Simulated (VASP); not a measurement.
AlO:

```xyz
2
Lattice="4.4672 0.0000 0.0000 0.0000 4.4672 0.0000 0.0000 0.0000 4.4672" Properties=species:S:1:pos:R:3 pbc="T T T"
Al    2.2336    2.2336    2.2336
O     0.0000    0.0000    0.0000
```

| Property | Result |
| --- | --- |
| Program | VASP 6.6.1 |
| Task | relaxation of cell and atoms |
| Functional | PBE |
| Potentials or basis | VASP PAW PBE potentials, release 64 (Al, O) |
| Cutoff | 600 eV |
| k mesh | 4 × 4 × 4 |
| Occupations | gaussian, width 0.1 eV |
| Spin | collinear spin, ferromagnetic start |
| Starting moments | [0.0, 1.0] μB |

At the start: pressure -4.6 GPa; volume 44.57 Å³/atom.

Q: Where does the relaxation end?

A: Over 10 steps the energy falls by 2530.2 meV/atom and the volume is 10.79 Å³/atom (-75.8 %); space group Pm-3m (No. 221, to 0.05 Å); moment 0.00 μB per cell.

The path:
```csv
step,energy change (eV),largest force (eV/Å),pressure (GPa),volume (Å³)
1,0.0000,0.0000,-4.58,89.15
2,-0.5195,0.0000,-6.28,73.68
3,-1.9567,0.0000,-16.11,47.82
4,-4.0177,0.0000,69.30,15.71
5,-4.0110,0.0000,-23.13,31.66
6,-5.0321,0.0000,-7.07,22.76
7,-5.0556,0.0000,3.32,21.06
8,-5.0584,0.0000,-2.02,21.85
9,-5.0594,0.0000,-1.41,21.75
10,-5.0604,0.0000,-0.27,21.58
```

Final structure:
```xyz
2
Lattice="2.7839 0.0000 0.0000 0.0000 2.7839 0.0000 0.0000 0.0000 2.7839" Properties=species:S:1:pos:R:3 pbc="T T T"
Al    1.3919    1.3919    1.3919
O     0.0000    0.0000    0.0000
```

Caveat: the volume moved by over 15 % at a fixed basis, so the end points are rough.
